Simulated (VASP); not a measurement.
# Ag (R3m) in VASP: single point with LDA

Aim: the single point of Ag with LDA.

Everything below comes from runs of VASP 6.6.1. Logs are shortened: lines on timing, memory, paths and dates and some standing lists are left out, and cuts for length are marked.

**1. The cell of the first run**

The structure is trigonal, space group R3m (No. 160). The conventional cell has a = 9.366 Å, b = 9.366 Å, c = 5.735 Å, α = 90.00°, β = 90.00°, γ = 120.00°. Ag (site symmetry 3m) has 14 Ag at 2.76 to 3.38 Å within 3.6 Å. Ag (site symmetry m) has 14 Ag at 2.83 to 3.31 Å within 3.7 Å. Ag (site symmetry m) has 14 Ag at 2.87 to 3.38 Å within 3.8 Å. Within 3.6 Å of Ag (site symmetry 3m) lie 14 Ag at 2.76 to 3.31 Å.

**2. Single point, LDA (atom 1 (Ag) moved +0.113 Å along Cartesian [1 1 1])**

Input file INCAR:

```
SYSTEM = Ag
PREC = Accurate
ENCUT = 520
EDIFF = 1E-7
ISMEAR = 0
SIGMA = 0.15
LREAL = .False.
LASPH = .True.
NELM = 80
ALGO = Fast
ISIF = 2
LWAVE = .False.
LCHARG = .False.
GGA = CA
NBANDS = 54
```

Input file KPOINTS:

```
regular mesh
0
Gamma
  10 10 10
  0 0 0
```

Input file POSCAR:

```
Ag
1.0
   -3.3113080000     -3.3113080000      3.3113080000
   -3.3113080000      3.3113080000     -3.3113080000
    3.3113080000     -3.3113080000     -3.3113080000
Ag
8
Direct
    0.4803848191      0.4803848191      0.4803848191
    0.0000000000      0.5000000000      0.5000000000
    0.5000000000      0.0000000000      0.5000000000
    0.0000000000      0.0000000000      0.5000000000
    0.5000000000      0.5000000000      0.0000000000
    0.0000000000      0.5000000000      0.0000000000
    0.5000000000      0.0000000000      0.0000000000
    0.0000000000      0.0000000000      0.0000000000
```

Potentials or basis: VASP PAW LDA potentials, release 64 (Ag).

Command:

```sh
cat potpaw_LDA.64/Ag/POTCAR > POTCAR
mpirun -np 1 vasp_std > vasp.out
```

OUTCAR:

```text
SYSTEM = Ag
   PREC = Accurate
   ENCUT = 520
   EDIFF = 1E-7
   ISMEAR = 0
   LREAL = .False.
   LASPH = .True.
   NELM = 80
   ISIF = 2
   GGA = CA

 ion  position               nearest neighbor table
   1  0.480  0.480  0.480-   8 2.76   3 2.83   5 2.83   2 2.83   3 2.91   5 2.91   2 2.91   8 2.98
                             4 3.25   6 3.25   7 3.25   6 3.38   7 3.38   4 3.38
   2  0.000  0.500  0.500-   1 2.83   4 2.87   6 2.87   7 2.87   6 2.87   4 2.87   7 2.87   1 2.91
                             5 3.31   8 3.31   8 3.31   5 3.31   3 3.31   3 3.31
   3  0.500  0.000  0.500-   1 2.83   4 2.87   6 2.87   7 2.87   7 2.87   4 2.87   6 2.87   1 2.91
                             5 3.31   5 3.31   8 3.31   8 3.31   2 3.31   2 3.31
   4  0.000  0.000  0.500-   2 2.87   3 2.87   5 2.87   8 2.87   8 2.87   2 2.87   3 2.87   5 2.87
                             1 3.25   6 3.31   7 3.31   7 3.31   6 3.31   1 3.38
   5  0.500  0.500  0.000-   1 2.83   4 2.87   6 2.87   7 2.87   7 2.87   6 2.87   4 2.87   1 2.91
                             2 3.31   3 3.31   8 3.31   2 3.31   8 3.31   3 3.31
   6  0.000  0.500  0.000-   2 2.87   3 2.87   5 2.87   8 2.87   2 2.87   8 2.87   5 2.87   3 2.87
                             1 3.25   4 3.31   7 3.31   7 3.31   4 3.31   1 3.38
   7  0.500  0.000  0.000-   2 2.87   3 2.87   5 2.87   8 2.87   3 2.87   5 2.87   8 2.87   2 2.87
                             1 3.25   6 3.31   4 3.31   6 3.31   4 3.31   1 3.38
   8  0.000  0.000  0.000-   1 2.76   4 2.87   6 2.87   7 2.87   4 2.87   6 2.87   7 2.87   1 2.98
                             3 3.31   2 3.31   2 3.31   3 3.31   5 3.31   5 3.31

  LATTYP: Found a body centered cubic cell.
 ALAT       =     6.6226160000

  Lattice vectors:

 A1 = (  -3.3113080000,  -3.3113080000,   3.3113080000)
 A2 = (  -3.3113080000,   3.3113080000,  -3.3113080000)
 A3 = (   3.3113080000,  -3.3113080000,  -3.3113080000)

Analysis of symmetry for initial positions (statically):
=====================================================================
 Subroutine PRICEL returns:
 Original cell was already a primitive cell.

 Routine SETGRP: Setting up the symmetry group for a
 body centered cubic supercell.

 Subroutine GETGRP returns: Found  6 space group operations
 (whereof  6 operations were pure point group operations)
 out of a pool of 48 trial point group operations.

The static configuration has the point symmetry C_3v.

Analysis of symmetry for dynamics (positions and initial velocities):
=====================================================================
 Subroutine PRICEL returns:
 Original cell was already a primitive cell.

 Routine SETGRP: Setting up the symmetry group for a
 body centered cubic supercell.

 Subroutine GETGRP returns: Found  6 space group operations
 (whereof  6 operations were pure point group operations)
 out of a pool of 48 trial point group operations.

The dynamic configuration has the point symmetry C_3v.

 Subroutine INISYM returns: Found  6 space group operations
 (whereof  6 operations are pure point group operations),
 and found     1 'primitive' translations

----------------------------------------------------------------------------------------

                                     Primitive cell

  volume of cell :     145.2308

  direct lattice vectors                    reciprocal lattice vectors
    -3.311308000 -3.311308000  3.311308000    -0.150997733 -0.150997733  0.000000000
    -3.311308000  3.311308000 -3.311308000    -0.150997733  0.000000000 -0.150997733
     3.311308000 -3.311308000 -3.311308000     0.000000000 -0.150997733 -0.150997733

  length of vectors
     5.735353696  5.735353696  5.735353696     0.213543041  0.213543041  0.213543041

  position of ions in fractional coordinates (direct lattice)
     0.480384819  0.480384819  0.480384819
     0.000000000  0.500000000  0.500000000
     0.500000000  0.000000000  0.500000000
     0.000000000  0.000000000  0.500000000
     0.500000000  0.500000000  0.000000000
     0.000000000  0.500000000  0.000000000
     0.500000000  0.000000000  0.000000000
     0.000000000  0.000000000  0.000000000

  ion indices of the primitive-cell ions
   primitive index   ion index
                 1           1
                 2           2
                 3           3
                 4           4
                 5           5
                 6           6
                 7           7
                 8           8

----------------------------------------------------------------------------------------

 KPOINTS: regular mesh

Automatic generation of k-mesh.
 Grid dimensions read from file:
 generate k-points for:   10   10   10

 Generating k-lattice:

  Cartesian coordinates                     Fractional coordinates (reciprocal lattice)
    -0.015099773 -0.015099773  0.000000000     0.100000000  0.000000000  0.000000000
    -0.015099773  0.000000000 -0.015099773     0.000000000  0.100000000  0.000000000
     0.000000000 -0.015099773 -0.015099773     0.000000000  0.000000000  0.100000000

  Length of vectors
     0.021354304  0.021354304  0.021354304

  Shift w.r.t. Gamma in fractional coordinates (k-lattice)
     0.000000000  0.000000000  0.000000000

 Subroutine IBZKPT returns following result:
 ===========================================

 Found    116 irreducible k-points:

 Following reciprocal coordinates:
            Coordinates               Weight
  0.000000  0.000000  0.000000      1.000000
  0.100000  0.000000  0.000000      6.000000
  0.100000  0.000000 -0.100000      6.000000
  0.200000  0.000000  0.000000      6.000000
  0.200000  0.000000 -0.200000      6.000000
  0.300000  0.000000  0.000000      6.000000
[... 16 lines left out ...]
  0.400000  0.100000  0.000000     12.000000
  0.500000  0.000000 -0.400000     12.000000
 [... further k-points ...]
   k-points           NKPTS =    116   k-points in BZ     NKDIM =    116   number of bands    NBANDS=     54
   number of dos      NEDOS =    301   number of ions     NIONS =      8
   total plane-waves  NPLWV = 110592
   dimension x,y,z NGX =    48 NGY =   48 NGZ =   48
   dimension x,y,z NGXF=    96 NGYF=   96 NGZF=   96
   ions per type =               8
   NGX,Y,Z   is equivalent  to a cutoff of  13.91, 13.91, 13.91 a.u.
   NGXF,Y,Z  is equivalent  to a cutoff of  27.83, 27.83, 27.83 a.u.
 SYSTEM =  Ag
   PREC   = accura    normal or accurate (medium, high low for compatibility)
   ISTART =      0    job   : 0-new  1-cont  2-samecut
   ICHARG =      2    charge: 1-file 2-atom 10-const
   ISPIN  =      1    spin polarized calculation?
   LNONCOLLINEAR =      F non collinear calculations
   LSORBIT =      F    spin-orbit coupling
   LASPH  =      T    aspherical Exc in radial PAW
   ENCUT  =  520.0 eV  38.22 Ry    6.18 a.u.  10.66 10.66 10.66*2*pi/ulx,y,z
   NELM   =     80;   NELMIN=  2; NELMDL= -5     # of ELM steps
   EDIFF  = 0.1E-06   stopping-criterion for ELM
   LREAL  =      F    real-space projection
   EDIFFG = 0.1E-05   stopping-criterion for IOM
   NSW    =      0    number of steps for IOM
   IBRION =     -1    ionic relax: 0-MD 1-quasi-New 2-CG
   NFREE  =      0    steps in history (QN), initial steepest desc. (CG)
   ISIF   =      2    stress and relaxation
   ISYM   =      2    0-nonsym 1-usesym 2-fastsym
   POTIM  = 0.5000    time-step for ionic-motion
   TEBEG  =    0.0;   TEEND  =   0.0 temperature during run
   PSTRESS=    0.0 pullay stress
   NELECT =      88.0000    total number of electrons
   NUPDOWN=      -1.0000    fix difference up-down
   EMIN   =  10.00;   EMAX   =-10.00  energy-range for DOS
   EFERMI =   0.00;   METHOD = LEGACY
   ISMEAR =     0;   SIGMA  =   0.15  broadening in eV -4-tet -1-fermi 0-gaus
   EFERMI_NEDOS =   21; number of points for ismear=-14 and -15
   IALGO  =     68    algorithm
   IMIX   =      4    mixing-type and parameters
     AMIX     =   0.40;   BMIX     =  1.00
     AMIX_MAG =   1.60;   BMIX_MAG =  1.00
  volume/ion in A,a.u.               =      18.15       122.51
  Fermi-wavevector in a.u.,A,eV,Ry     =   1.385318  2.617871 26.111022  1.919106
  Thomas-Fermi vector in A             =   2.509739
   LORBIT       =      0    0 simple, 1 ext, 2 COOP (PROOUT), +10 PAW based schemes
   GGA     = CA    functional components
   LHFCALC =     F    Hartree Fock is set to
   AEXX    =    0.0000 exact exchange contribution
   IVDW    =     0    specifies the selected vdW correction
   LEPSILON=     F    determine dielectric tensor
   LRPA    =     F    only Hartree local field effects (RPA)
 non-spin polarized calculation
 RMM-DIIS sequential band-by-band and
 Gauss-broadening in eV      SIGMA  =   0.15
  energy-cutoff  :      520.00
  volume of cell :      145.23
 maximum number of plane-waves:      3945
 NGX is ok and might be reduce to    48
   NGX = 21   NGY = 21   NGZ = 21

 number of electron      88.0000011 magnetization

 Free energy of the ion-electron system (eV)
  ---------------------------------------------------
  ext. energy  EPLUGINS =         0.00000000
  ---------------------------------------------------
  free energy    TOTEN  =       -29.26680240 eV

  energy without entropy =      -29.22597118  energy(sigma->0) =      -29.24638679

 E-fermi :   7.3055     XC(G=0): -12.2171

 val. band max:        7.3047202112   @ k =   0.2000   0.2000  -0.3000
 cond. band min:       7.3260139180   @ k =  -0.2000   0.3000   0.1000
 fundamental gap:      0.0212937067
 Fermi energy:         7.3055245772

 k-point     1 :       0.0000    0.0000    0.0000
  band No.  band energies     occupation
      1      -0.0757      2.00000
      2       1.2759      2.00000
      3       1.2759      2.00000
      4       1.2773      2.00000
      5       1.2792      2.00000
      6       1.2792      2.00000
[... 46 lines left out ...]
     53      11.0715      0.00000
     54      13.9441      0.00000
[... 1309 lines left out ...]
     53      14.6934      0.00000
     54      14.7644      0.00000

 [... further k-points ...]

------------------------ aborting loop because EDIFF is reached ----------------------------------------

  FORCE on cell =-STRESS in cart. coord.  units (eV):
  Direction    XX          YY          ZZ          XY          YZ          ZX
  --------------------------------------------------------------------------------------
  -------------------------------------------------------------------------------------
  Total      -10.0536292    -10.0536292    -10.0536292      0.0656004      0.0656004      0.0656004
  in kB     -110.9110247   -110.9110247   -110.9110247      0.7236998      0.7236998      0.7236998
  external PRESSURE =    -110.9110247 kB  Pullay stress =       0.0000000 kB

 VOLUME and BASIS-vectors are now :
 -----------------------------------------------------------------------------
  energy-cutoff  :      520.00
  volume of cell :      145.23
      direct lattice vectors                 reciprocal lattice vectors
    -3.311308000 -3.311308000  3.311308000    -0.150997733 -0.150997733  0.000000000
    -3.311308000  3.311308000 -3.311308000    -0.150997733  0.000000000 -0.150997733
     3.311308000 -3.311308000 -3.311308000     0.000000000 -0.150997733 -0.150997733

 POSITION                                       TOTAL-FORCE (eV/Angst)
 -----------------------------------------------------------------------------------
     -1.59070     -1.59070     -1.59070        -0.220950     -0.220950     -0.220950
      0.00000      0.00000     -3.31131         0.052249      0.052249     -0.064349
      0.00000     -3.31131      0.00000         0.052249     -0.064349      0.052249
      1.65565     -1.65565     -1.65565         0.000141      0.000546      0.000546
     -3.31131      0.00000      0.00000        -0.064349      0.052249      0.052249
     -1.65565      1.65565     -1.65565         0.000546      0.000141      0.000546
     -1.65565     -1.65565      1.65565         0.000546      0.000546      0.000141
      0.00000      0.00000      0.00000         0.179568      0.179568      0.179568
 -----------------------------------------------------------------------------------
    total drift:                               -0.000003     -0.000003     -0.000003

  FREE ENERGIE OF THE ION-ELECTRON SYSTEM (eV)
  ---------------------------------------------------
  free  energy   TOTEN  =       -29.2668024039 eV

  energy  without entropy=      -29.2259711768  energy(sigma->0) =      -29.24638679
```

Wall time 7.2 min (1 thread of Intel Xeon 6975P-C (Granite Rapids), shared host); peak memory 0.68 GiB.

What came out:

| Property | Result |
| --- | --- |
| Free energy | -29.2668 eV |
| Pressure | -11.1 GPa |
| Largest force | 0.383 eV/Å |
| Band gap on the k mesh | zero (bands 44 and 45 overlap by 2.31 eV) |

Forces on the atoms (eV/Å):
```
Ag  -0.221 -0.221 -0.221
Ag   0.052  0.052 -0.064
Ag   0.052 -0.064  0.052
Ag   0.000  0.001  0.001
Ag  -0.064  0.052  0.052
Ag   0.001  0.000  0.001
Ag   0.001  0.001  0.000
Ag   0.180  0.180  0.180
```

Levels at points of the mesh, in eV from the Fermi level:
| k point | band 42 | band 43 | band 44 | band 45 | band 46 | band 47 |
| --- | --- | --- | --- | --- | --- | --- |
| (0.00, 0.00, 0.00) | 0.04 | 0.04 | 0.04 | 0.04 | 0.04 | 0.04 |
| (0.50, 0.00, 0.00) | -2.64 | 0.18 | 0.21 | 0.22 | 0.24 | 3.18 |
| (0.50, 0.00, 0.50) | -2.64 | 0.16 | 0.20 | 0.22 | 0.26 | 3.23 |
| (0.50, 0.50, 0.50) | -1.91 | -1.91 | -1.82 | -1.82 | -1.82 | 5.23 |

Caveat: the cell differs from its parent crystal (atom 1 (Ag) moved +0.113 Å along Cartesian [1 1 1]); the cell stands under tension.
